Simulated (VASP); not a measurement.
A run of VASP 6.6.1 is set up as follows.

File POSCAR:

```
Ru
1.0
    2.7061557017      0.0000000000      0.0000000000
   -1.3530778508      2.3435995843      0.0000000000
    0.0000000000      0.0000000000      4.2551733744
Ru
2
Direct
    0.3333333333      0.6666666667      0.2500000000
    0.6666666667      0.3333333333      0.7500000000
```

The input INCAR.step1:

```
SYSTEM = Ru
  PREC = Accurate
  ENCUT = 550
  ISMEAR = -1
  SIGMA = 0.05
  LREAL = .False.
  LASPH = .True.
  NELM = 200
  LNONCOLLINEAR = .True.
  MAGMOM = 0 0 1 0 0 1
  LSORBIT = .True.
  GGA_COMPAT = .False.
  LMAXMIX = 4
  NBANDS = 40
  GGA = PE
  ALGO = Normal
  EDIFF = 1E-5
  LWAVE = .True.
  LCHARG = .False.
  KPAR = 4
```

Contents of INCAR.step2:

```
SYSTEM = Ru
  PREC = Accurate
  ENCUT = 550
  EDIFF = 1E-6
  ISMEAR = -1
  SIGMA = 0.05
  LREAL = .False.
  LASPH = .True.
  NELM = 200
  ALGO = Normal
  ISIF = 2
  LWAVE = .False.
  LCHARG = .True.
  LNONCOLLINEAR = .True.
  MAGMOM = 0 0 1 0 0 1
  LORBIT = 11
  LSORBIT = .True.
  GGA_COMPAT = .False.
  LORBMOM = .True.
  LMAXMIX = 4
  METAGGA = R2SCAN
  LMIXTAU = .True.
  LVHAR = .True.
  NBANDS = 40
  ISTART = 1
  KPAR = 4
```

The input KPOINTS:

```
regular mesh
0
Gamma
  13 13 8
  0 0 0
```

Potentials or basis: VASP PAW PBE potentials, release 64 (Ru_pv).

Run with:

```console
$ cat potpaw_PBE.64/Ru_pv/POTCAR > POTCAR
$ cp INCAR.step1 INCAR
$ mpirun -np 4 vasp_ncl > vasp.out
$ cp INCAR.step2 INCAR
$ mpirun -np 4 vasp_ncl > vasp.out
```

(1) Predict the net moment.

(2) Predict the pressure.

Results:

(1) 0.00 μB per cell.

(2) 1.8 GPa.

Caveat: the PAW data sets were made with another functional, which shifts forces and pressure a little.
